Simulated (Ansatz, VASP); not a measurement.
## WSe2 in VASP and in Ansatz

The input INCAR:

```
  ALGO = Normal
  EDIFF = 1E-7
  ENCUT = 520
  GGA = PS
  ISIF = 2
  ISMEAR = 0
  LASPH = True
  LCHARG = True
  LELF = True
  LREAL = False
  LVHAR = True
  LWAVE = False
  NBANDS = 20
  NELM = 80
  PREC = Accurate
  SIGMA = 0.02
```

File KPOINTS:

```
k-points
0
Gamma
  12 12 2
```

File POSCAR:

```
WSe2
1.0
    3.2702526787      0.0000000000      0.0000000000
   -1.6351263394      2.8321218966      0.0000000000
    0.0000000000      0.0000000000     16.6612169678
W Se
1 2
Direct
    0.0000000000      0.0000000000      0.0000000000
    0.3333333333      0.6666666667      0.1003992722
    0.3333333333      0.6666666667      0.8996007278
```

Input for Ansatz:

```yaml
crystal:
  lattice:
    - [3.2702526787, 0.0, 0.0]
    - [-1.6351263394, 2.8321218966, 0.0]
    - [0.0, 0.0, 16.6612169678]
  atoms:
    - { symbol: W, position: [0.0, 0.0, 0.0] }
    - { symbol: Se, position: [0.3333333333, 0.6666666667, 0.1003992722] }
    - { symbol: Se, position: [0.3333333333, 0.6666666667, 0.8996007278] }
basis:
  ecutwfc: 420
kpoints:
  mp_grid: { grid: [12, 12, 2] }
hamiltonian:
  xc: pbesol
scf:
  occupations: { method: gaussian, width: 0.02 }
output:
  forces: true
  stress: true
  eigenvalues: true
```

Alike in both runs: task single point; functional PBEsol; k mesh 12 × 12 × 2; occupations gaussian, width 0.02 eV; no spin polarisation.

```csv
,VASP,Ansatz
version,VASP 6.6.1,Ansatz 0.2.0
potentials or method,"VASP PAW PBE potentials, release 64 (W_sv, Se), cutoff 520 eV","scalar-relativistic, plane waves, PAW"
valence electrons in the cell,26,46
```

|  | VASP | Ansatz | Ansatz less VASP |
| --- | --- | --- | --- |
| gap on the k mesh at the Fermi level (eV) | 1.69 | 1.69 | -0.001 |
| least direct gap on the mesh (eV) | 1.69 | 1.69 | +0.003 |
| rms of the force components (eV/Å) | 0.028 | 0.001 | -0.0278 |

VASP's potentials were made for PBE, not for PBEsol. Atom by atom the forces differ by 0.029 eV/Å (rms over components). The functional is the same, so the differences come from potentials, cutoffs and numerics. VASP's potentials hold 26 valence electrons a cell and Ansatz's 46, so a difference there can come from the potentials and not from the codes.

Spin-orbit coupling is off throughout.
